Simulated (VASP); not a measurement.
# LuC (Pm-3m) in VASP: notebook

Runs on LuC. Level: PBEsol. Tasks: single point.

Program: VASP 6.6.1. These are calculated values, not measurements. Logs are shortened: lines on timing, memory, paths and dates and some standing lists are left out, and cuts for length are marked.

### 1 The cell of the first run

It takes space group Pm-3m (No. 221, cubic). Conventional cell: a = 2.938 Å, b = 2.938 Å, c = 2.938 Å, α = 90.00°, β = 90.00°, γ = 90.00°. Within 3.4 Å of Lu (site symmetry m-3m) lie 8 C at 2.54 Å and 6 Lu at 2.94 Å. C (site symmetry m-3m) has 8 Lu at 2.54 Å and 6 C at 2.94 Å within 3.4 Å.

### 2 Single point, PBEsol (volume scaled by 0.960)

The input, INCAR:

```
SYSTEM = LuC
ALGO     = Normal         ! electronic algorithm
EDIFF    = 1E-7           ! SCF threshold, eV
ENCUT    = 520            ! plane-wave cutoff, eV
GGA      = PS             ! functional
ISIF     = 2              ! what is computed and relaxed
ISMEAR   = 0              ! smearing method
LASPH    = .True.         ! aspherical terms in the spheres
LCHARG   = .False.        ! write CHGCAR
LREAL    = .False.        ! projectors in reciprocal space
LWAVE    = .False.        ! write WAVECAR
NBANDS   = 22             ! bands
NELM     = 100            ! most SCF steps
PREC     = Accurate       ! precision mode
SIGMA    = 0.05           ! smearing width, eV
```

The input, KPOINTS:

```
k-points
0
Gamma
  10 10 10
  0 0 0
```

The input, POSCAR:

```
LuC
1.0
    2.9380545861      0.0000000000      0.0000000000
    0.0000000000      2.9380545861      0.0000000000
    0.0000000000      0.0000000000      2.9380545861
Lu C
1 1
Direct
    0.0000000000      0.0000000000      0.0000000000
    0.5000000000      0.5000000000      0.5000000000
```

Potentials or basis: VASP PAW PBE potentials, release 64 (Lu, C).

The run is started by

```bash
cat potpaw_PBE.64/Lu/POTCAR potpaw_PBE.64/C/POTCAR > POTCAR
mpirun -np 1 vasp_std > vasp.out
```

OUTCAR:

```text
SYSTEM = LuC
   EDIFF = 1E-7
   ENCUT = 520
   GGA = PS
   ISIF = 2
   ISMEAR = 0
   LASPH = .True.
   LREAL = .False.
   NELM = 100
   PREC = Accurate

 ion  position               nearest neighbor table
   1  0.000  0.000  0.000-   2 2.54   2 2.54   2 2.54   2 2.54   2 2.54   2 2.54   2 2.54   2 2.54

   2  0.500  0.500  0.500-   1 2.54   1 2.54   1 2.54   1 2.54   1 2.54   1 2.54   1 2.54   1 2.54

  LATTYP: Found a simple cubic cell.
 ALAT       =     2.9380545861

  Lattice vectors:

 A1 = (   2.9380545861,   0.0000000000,   0.0000000000)
 A2 = (   0.0000000000,   2.9380545861,   0.0000000000)
 A3 = (   0.0000000000,   0.0000000000,   2.9380545861)

Analysis of symmetry for initial positions (statically):
=====================================================================
 Subroutine PRICEL returns:
 Original cell was already a primitive cell.

 Routine SETGRP: Setting up the symmetry group for a
 simple cubic supercell.

 Subroutine GETGRP returns: Found 48 space group operations
[... 9 lines left out ...]

 Routine SETGRP: Setting up the symmetry group for a
 simple cubic supercell.

 Subroutine GETGRP returns: Found 48 space group operations
[... 11 lines left out ...]
                                     Primitive cell

  volume of cell :      25.3618

  direct lattice vectors                    reciprocal lattice vectors
     2.938054586  0.000000000  0.000000000     0.340361273  0.000000000  0.000000000
     0.000000000  2.938054586  0.000000000     0.000000000  0.340361273  0.000000000
     0.000000000  0.000000000  2.938054586     0.000000000  0.000000000  0.340361273

  length of vectors
     2.938054586  2.938054586  2.938054586     0.340361273  0.340361273  0.340361273

  position of ions in fractional coordinates (direct lattice)
     0.000000000  0.000000000  0.000000000
     0.500000000  0.500000000  0.500000000

  ion indices of the primitive-cell ions
   primitive index   ion index
                 1           1
                 2           2

----------------------------------------------------------------------------------------

 KPOINTS: k-points

Automatic generation of k-mesh.
 Grid dimensions read from file:
 generate k-points for:   10   10   10

 Generating k-lattice:

  Cartesian coordinates                     Fractional coordinates (reciprocal lattice)
     0.034036127  0.000000000  0.000000000     0.100000000  0.000000000  0.000000000
     0.000000000  0.034036127  0.000000000     0.000000000  0.100000000  0.000000000
     0.000000000  0.000000000  0.034036127     0.000000000  0.000000000  0.100000000

  Length of vectors
     0.034036127  0.034036127  0.034036127

  Shift w.r.t. Gamma in fractional coordinates (k-lattice)
     0.000000000  0.000000000  0.000000000

 Subroutine IBZKPT returns following result:
 ===========================================

 Found     56 irreducible k-points:

 Following reciprocal coordinates:
            Coordinates               Weight
  0.000000  0.000000  0.000000      1.000000
  0.100000  0.000000  0.000000      6.000000
  0.200000  0.000000  0.000000      6.000000
  0.300000  0.000000  0.000000      6.000000
  0.400000  0.000000  0.000000      6.000000
  0.500000  0.000000  0.000000      3.000000
[... 16 lines left out ...]
  0.200000  0.100000  0.100000     24.000000
  0.300000  0.100000  0.100000     24.000000
 [... further k-points ...]
   k-points           NKPTS =     56   k-points in BZ     NKDIM =     56   number of bands    NBANDS=     22
   number of dos      NEDOS =    301   number of ions     NIONS =      2
   total plane-waves  NPLWV =  13824
   dimension x,y,z NGX =    24 NGY =   24 NGZ =   24
   dimension x,y,z NGXF=    48 NGYF=   48 NGZF=   48
   ions per type =               1   1
   NGX,Y,Z   is equivalent  to a cutoff of  13.58, 13.58, 13.58 a.u.
   NGXF,Y,Z  is equivalent  to a cutoff of  27.16, 27.16, 27.16 a.u.
 SYSTEM =  LuC
   PREC   = accura    normal or accurate (medium, high low for compatibility)
   ISTART =      0    job   : 0-new  1-cont  2-samecut
   ICHARG =      2    charge: 1-file 2-atom 10-const
   ISPIN  =      1    spin polarized calculation?
   LNONCOLLINEAR =      F non collinear calculations
   LSORBIT =      F    spin-orbit coupling
   LASPH  =      T    aspherical Exc in radial PAW
   ENCUT  =  520.0 eV  38.22 Ry    6.18 a.u.   5.46  5.46  5.46*2*pi/ulx,y,z
   NELM   =    100;   NELMIN=  2; NELMDL= -5     # of ELM steps
   EDIFF  = 0.1E-06   stopping-criterion for ELM
   LREAL  =      F    real-space projection
   EDIFFG = 0.1E-05   stopping-criterion for IOM
   NSW    =      0    number of steps for IOM
   IBRION =     -1    ionic relax: 0-MD 1-quasi-New 2-CG
   NFREE  =      0    steps in history (QN), initial steepest desc. (CG)
   ISIF   =      2    stress and relaxation
   ISYM   =      2    0-nonsym 1-usesym 2-fastsym
   POTIM  = 0.5000    time-step for ionic-motion
   TEBEG  =    0.0;   TEEND  =   0.0 temperature during run
   PSTRESS=    0.0 pullay stress
   NELECT =      29.0000    total number of electrons
   NUPDOWN=      -1.0000    fix difference up-down
   EMIN   =  10.00;   EMAX   =-10.00  energy-range for DOS
   EFERMI =   0.00;   METHOD = LEGACY
   ISMEAR =     0;   SIGMA  =   0.05  broadening in eV -4-tet -1-fermi 0-gaus
   EFERMI_NEDOS =   21; number of points for ismear=-14 and -15
   IALGO  =     38    algorithm
   IMIX   =      4    mixing-type and parameters
     AMIX     =   0.40;   BMIX     =  1.00
     AMIX_MAG =   1.60;   BMIX_MAG =  1.00
  volume/ion in A,a.u.               =      12.68        85.57
  Fermi-wavevector in a.u.,A,eV,Ry     =   1.711910  3.235041 39.873729  2.930636
  Thomas-Fermi vector in A             =   2.789937
   LORBIT       =      0    0 simple, 1 ext, 2 COOP (PROOUT), +10 PAW based schemes
   GGA     = PS    functional components
   LHFCALC =     F    Hartree Fock is set to
   AEXX    =    0.0000 exact exchange contribution
   IVDW    =     0    specifies the selected vdW correction
   LEPSILON=     F    determine dielectric tensor
   LRPA    =     F    only Hartree local field effects (RPA)
 non-spin polarized calculation
 Gauss-broadening in eV      SIGMA  =   0.05
  energy-cutoff  :      520.00
  volume of cell :       25.36
 maximum number of plane-waves:       711
 NGX is ok and might be reduce to    24
   NGX = 11   NGY = 11   NGZ = 11

 number of electron      28.9999997 magnetization

 Free energy of the ion-electron system (eV)
  ---------------------------------------------------
  ext. energy  EPLUGINS =         0.00000000
  ---------------------------------------------------
  free energy    TOTEN  =       -13.65946106 eV

  energy without entropy =      -13.65761327  energy(sigma->0) =      -13.65853717

 E-fermi :   4.6661     XC(G=0): -13.1726

 val. band max:        4.6107981863   @ k =   0.3000   0.1000   0.1000
 cond. band min:       4.6792338436   @ k =   0.4000   0.2000   0.2000
 fundamental gap:      0.0684356574
 Fermi energy:         4.6660694599

 k-point     1 :       0.0000    0.0000    0.0000
  band No.  band energies     occupation
      1     -50.9081      2.00000
      2     -21.1231      2.00000
      3     -21.1231      2.00000
      4     -21.1231      2.00000
      5      -7.5597      2.00000
      6       0.2676      2.00000
[... 14 lines left out ...]
     21      12.5190      0.00000
     22      22.4783      0.00000

 k-point     2 :       0.1000    0.0000    0.0000
  band No.  band energies     occupation
      1     -50.9002      2.00000
      2     -21.2600      2.00000
      3     -21.1108      2.00000
      4     -21.1108      2.00000
      5      -7.3417      2.00000
      6       0.2428      2.00000
[... 14 lines left out ...]
     21      12.6177      0.00000
     22      21.0083      0.00000

 k-point     3 :       0.2000    0.0000    0.0000
  band No.  band energies     occupation
      1     -50.8797      2.00000
      2     -21.6029      2.00000
      3     -21.0783      2.00000
      4     -21.0783      2.00000
      5      -6.7420      2.00000
      6       0.1792      2.00000
[... 14 lines left out ...]
     21      12.9831      0.00000
     22      18.7773      0.00000

 k-point     4 :       0.3000    0.0000    0.0000
  band No.  band energies     occupation
      1     -50.8543      2.00000
      2     -21.9998      2.00000
      3     -21.0377      2.00000
      4     -21.0377      2.00000
      5      -5.8860      2.00000
      6       0.0302      2.00000
[... 14 lines left out ...]
     21      13.9808      0.00000
     22      16.8723      0.00000

 k-point     5 :       0.4000    0.0000    0.0000
  band No.  band energies     occupation
      1     -50.8336      2.00000
      2     -22.3025      2.00000
      3     -21.0047      2.00000
      4     -21.0047      2.00000
      5      -4.9601      2.00000
      6      -0.7375      2.00000
[... 14 lines left out ...]
     21      14.9228      0.00000
     22      15.5793      0.00000

 k-point     6 :       0.5000    0.0000    0.0000
  band No.  band energies     occupation
      1     -50.8257      2.00000
      2     -22.4142      2.00000
      3     -20.9920      2.00000
      4     -20.9920      2.00000
      5      -4.4523      2.00000
      6      -1.3505      2.00000
[... 14 lines left out ...]
     21      15.1138      0.00000
     22      15.8251      0.00000

 k-point     7 :       0.1000    0.1000    0.0000
  band No.  band energies     occupation
      1     -50.8925      2.00000
      2     -21.2618      2.00000
      3     -21.2307      2.00000
      4     -21.0986      2.00000
      5      -7.1346      2.00000
      6       0.2413      2.00000
[... 324 lines left out ...]
      6       0.0991      2.00000
[... 14 lines left out ...]
     21      17.2255      0.00000
     22      19.2290      0.00000

 k-point    21 :       0.5000    0.5000    0.0000
  band No.  band energies     occupation
      1     -50.7462      2.00000
      2     -22.1682      2.00000
      3     -22.1682      2.00000
      4     -20.8798      2.00000
      5      -5.1311      2.00000
      6       0.0962      2.00000
[... 14 lines left out ...]
     21      17.9719      0.00000
     22      19.5107      0.00000

 k-point    22 :       0.1000    0.1000    0.1000
  band No.  band energies     occupation
      1     -50.8847      2.00000
      2     -21.2630      2.00000
      3     -21.2177      2.00000
      4     -21.2177      2.00000
      5      -6.9386      2.00000
      6       0.2411      2.00000
[... 14 lines left out ...]
     21      13.9649      0.00000
     22      21.3753      0.00000

 k-point    23 :       0.2000    0.1000    0.1000
  band No.  band energies     occupation
      1     -50.8643      2.00000
      2     -21.5725      2.00000
      3     -21.2080      2.00000
      4     -21.1833      2.00000
      5      -6.4053      2.00000
      6       0.1890      2.00000
[... 14 lines left out ...]
     21      14.4466      0.00000
     22      19.6922      0.00000

 k-point    24 :       0.3000    0.1000    0.1000
  band No.  band energies     occupation
      1     -50.8390      2.00000
      2     -21.9615      2.00000
      3     -21.1640      2.00000
      4     -21.1404      2.00000
      5      -5.6651      2.00000
      6       0.0750      2.00000
[... 14 lines left out ...]
     21      14.6995      0.00000
     22      18.0536      0.00000

 [... further k-points ...]

------------------------ aborting loop because EDIFF is reached ----------------------------------------

  FORCE on cell =-STRESS in cart. coord.  units (eV):
  Direction    XX          YY          ZZ          XY          YZ          ZX
  --------------------------------------------------------------------------------------
  -------------------------------------------------------------------------------------
  Total        1.1652867      1.1652867      1.1652867     -0.0000000      0.0000000      0.0000000
  in kB       73.6145731     73.6145731     73.6145731     -0.0000000      0.0000000      0.0000000
  external PRESSURE =      73.6145731 kB  Pullay stress =       0.0000000 kB

 VOLUME and BASIS-vectors are now :
 -----------------------------------------------------------------------------
  energy-cutoff  :      520.00
  volume of cell :       25.36
      direct lattice vectors                 reciprocal lattice vectors
     2.938054586  0.000000000  0.000000000     0.340361273  0.000000000  0.000000000
     0.000000000  2.938054586  0.000000000     0.000000000  0.340361273  0.000000000
     0.000000000  0.000000000  2.938054586     0.000000000  0.000000000  0.340361273

 POSITION                                       TOTAL-FORCE (eV/Angst)
 -----------------------------------------------------------------------------------
      0.00000      0.00000      0.00000         0.000000      0.000000      0.000000
      1.46903      1.46903      1.46903         0.000000      0.000000      0.000000
 -----------------------------------------------------------------------------------
    total drift:                                0.000000      0.000000      0.000000

  FREE ENERGIE OF THE ION-ELECTRON SYSTEM (eV)
  ---------------------------------------------------
  free  energy   TOTEN  =       -13.6594610612 eV

  energy  without entropy=      -13.6576132714  energy(sigma->0) =      -13.65853717
```

Run time: 57 s. Hardware: 1 thread of AMD EPYC 7R43 (Zen 3), shared host; peak memory 0.13 GiB.

What came out:

```yaml
Free_energy: -13.6595 eV
Pressure: 7.4 GPa
```

Levels at points of the mesh, in eV from the Fermi level:
```csv
k point,band 10,band 11,band 12,band 13,band 14,band 15,band 16,band 17,band 18,band 19
"(0.00, 0.00, 0.00)",-4.38,-4.38,-4.27,-0.70,-0.70,1.28,1.28,1.28,6.82,7.85
"(0.50, 0.00, 0.00)",-4.35,-4.30,-4.24,-4.24,-0.56,-0.56,0.64,7.91,8.53,9.28
"(0.50, 0.50, 0.00)",-4.35,-4.24,-4.23,-2.00,-2.00,0.07,2.02,4.52,4.52,5.56
"(0.50, 0.50, 0.50)",-4.38,-4.38,-4.26,-4.26,-4.26,-3.94,9.72,9.72,9.72,10.31
```

Caveat: the PAW data sets were made with another functional, which shifts forces and pressure a little; spin-orbit coupling is left out, which moves the levels of the heavy elements.

### 3 Single point, PBEsol (volume scaled by 0.980)

The input, INCAR:

```
PREC     = Accurate       # precision mode
ENCUT    = 520            # plane-wave cutoff, eV
EDIFF    = 1E-6           # SCF threshold, eV
ISMEAR   = 0              # smearing method
SIGMA    = 0.05           # smearing width, eV
LREAL    = False          # projectors in reciprocal space
LASPH    = True           # aspherical terms in the spheres
NELM     = 80             # most SCF steps
ALGO     = Normal         # electronic algorithm
ISIF     = 2              # what is computed and relaxed
LWAVE    = False          # write WAVECAR
LCHARG   = True           # write CHGCAR
GGA      = PS             # functional
LELF     = True           # ELF
LVHAR    = True         
NBANDS   = 22             # bands
```

The input, KPOINTS:

```
regular mesh
0
Gamma
  10 10 10
```

The input, POSCAR:

```
LuC
1.0
    2.9583176718      0.0000000000      0.0000000000
    0.0000000000      2.9583176718      0.0000000000
    0.0000000000      0.0000000000      2.9583176718
Lu C
1 1
Direct
    0.0000000000      0.0000000000      0.0000000000
    0.5000000000      0.5000000000      0.5000000000
```

Potentials or basis: VASP PAW PBE potentials, release 64 (Lu, C).

The run is started by

```bash
cat potpaw_PBE.64/Lu/POTCAR potpaw_PBE.64/C/POTCAR > POTCAR
mpirun -np 1 vasp_std > vasp.out
```

Wall time 59 s (1 thread of AMD EPYC 7R43 (Zen 3), shared host); peak memory 0.13 GiB.

The run converged. Its results:

```yaml
Free_energy: -13.6784 eV
Pressure: 3.9 GPa
```

Levels at points of the mesh, in eV from the Fermi level:
| k point | band 12 | band 13 | band 14 | band 15 | band 16 | band 17 |
| --- | --- | --- | --- | --- | --- | --- |
| (0.00, 0.00, 0.00) | -4.28 | -0.64 | -0.64 | 1.25 | 1.25 | 1.25 |
| (0.50, 0.00, 0.00) | -4.26 | -4.26 | -0.52 | -0.52 | 0.67 | 7.77 |
| (0.50, 0.50, 0.00) | -4.25 | -2.00 | -2.00 | 0.07 | 2.00 | 4.48 |
| (0.50, 0.50, 0.50) | -4.28 | -4.28 | -4.28 | -3.97 | 9.49 | 9.49 |

Caveat: the PAW data sets were made with another functional, which shifts forces and pressure a little; spin-orbit coupling is left out, which moves the levels of the heavy elements.

### 4 Single point, PBEsol (volume scaled by 1.020)

The input, INCAR:

```
ALGO     = Normal         # electronic algorithm
EDIFF    = 1E-7           # SCF threshold, eV
ENCUT    = 520            # plane-wave cutoff, eV
GGA      = PS             # functional
ISIF     = 2              # what is computed and relaxed
ISMEAR   = 0              # smearing method
LASPH    = T              # aspherical terms in the spheres
LCHARG   = F              # write CHGCAR
LREAL    = F              # projectors in reciprocal space
LWAVE    = F              # write WAVECAR
NBANDS   = 22             # bands
NELM     = 80             # most SCF steps
PREC     = Accurate       # precision mode
SIGMA    = 0.05           # smearing width, eV
```

The input, KPOINTS:

```
k-points
0
Gamma
  10 10 10
```

The input, POSCAR:

```
LuC
1.0
    2.9980313728      0.0000000000      0.0000000000
    0.0000000000      2.9980313728      0.0000000000
    0.0000000000      0.0000000000      2.9980313728
Lu C
1 1
Direct
    0.0000000000      0.0000000000      0.0000000000
    0.5000000000      0.5000000000      0.5000000000
```

The run is started by

```bash
cat potpaw_PBE.64/Lu/POTCAR potpaw_PBE.64/C/POTCAR > POTCAR
mpirun -np 1 vasp_std > vasp.out
```

Wall time 58 s (1 thread of AMD EPYC 7R43 (Zen 3), shared host); peak memory 0.13 GiB.

It converged, with:

* Free energy: -13.6852 eV
* Pressure: -1.9 GPa

Levels at points of the mesh, in eV from the Fermi level:
```csv
k point,band 13,band 14,band 15,band 16,band 17,band 18
"(0.00, 0.00, 0.00)",-0.51,-0.51,1.21,1.21,1.21,5.99
"(0.50, 0.00, 0.00)",-4.30,-0.43,-0.43,0.74,7.51,8.11
"(0.50, 0.50, 0.00)",-1.99,-1.99,0.08,1.96,4.41,4.41
"(0.50, 0.50, 0.50)",-4.32,-4.32,-4.04,9.06,9.06,9.06
```

Caveat: the PAW data sets were made with another functional, which shifts forces and pressure a little; spin-orbit coupling is left out, which moves the levels of the heavy elements.

### 5 Summary

```tsv
cell	gap on the mesh (eV)	pressure (GPa)
a = 2.938 Å, 2 atoms	none	7.4
a = 2.958 Å, 2 atoms	none	3.9
a = 2.998 Å, 2 atoms	none	-1.9
```

Alike in all rows: task single point; level PBEsol; potentials or basis VASP PAW PBE potentials, release 64 (Lu, C); no spin polarisation; k mesh 10 × 10 × 10; cutoff (eV) 520; smearing gaussian 0.05 eV.

Caveats: the PAW data sets were made with another functional, which shifts forces and pressure a little; spin-orbit coupling is left out, which moves the levels of the heavy elements.

Absolute energies hang on the potentials; compare differences alone.
